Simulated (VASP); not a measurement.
NaF: single point with r2SCAN

NaF:

```
Na F
1.0
     0.00000    2.34979    2.34979
     2.34979    0.00000    2.34979
     2.34979    2.34979    0.00000
Na F
1 1
Cartesian
  0.0000 0.0000 0.0000
  2.3498 2.3498 2.3498
```

| Property | Result |
| --- | --- |
| Program | VASP 6.6.1 |
| Task | single point |
| Functional | r2SCAN |
| Potentials or basis | VASP PAW PBE potentials, release 64 (Na_pv, F) |
| Cutoff | 660 eV |
| k mesh | 8 × 8 × 8 |
| Occupations | gaussian, width 0.02 eV |
| Spin | no spin polarisation |
| Dipole correction | no |
| Further INCAR settings | ALGO = Normal; EDIFF = 1e-06; NBANDS = 14 |

| Property | Result |
| --- | --- |
| Pressure | -3.8 GPa |
| Band gap on the k mesh | 6.94 eV, direct |

Levels at points of the mesh, in eV from the valence-band top:
```csv
k point,band 4,band 5,band 6,band 7,band 8,band 9,band 10,band 11
"(0.00, 0.00, 0.00)",-19.63,0.00,0.00,0.00,6.94,19.48,19.48,19.48
"(0.50, 0.00, 0.00)",-19.11,-1.46,-0.24,-0.24,11.36,13.05,20.95,20.95
"(0.50, 0.50, 0.00)",-19.67,-1.20,-0.38,-0.38,13.70,13.76,14.42,20.54
```

Run time: 82 s on 1 thread of Intel Xeon 8259CL, on a shared host, peak memory 0.16 GiB.

Caveat: the PAW data sets were made with another functional, which shifts forces and pressure a little. r2SCAN opens gaps a little over a GGA but as a rule still falls short of measured ones.
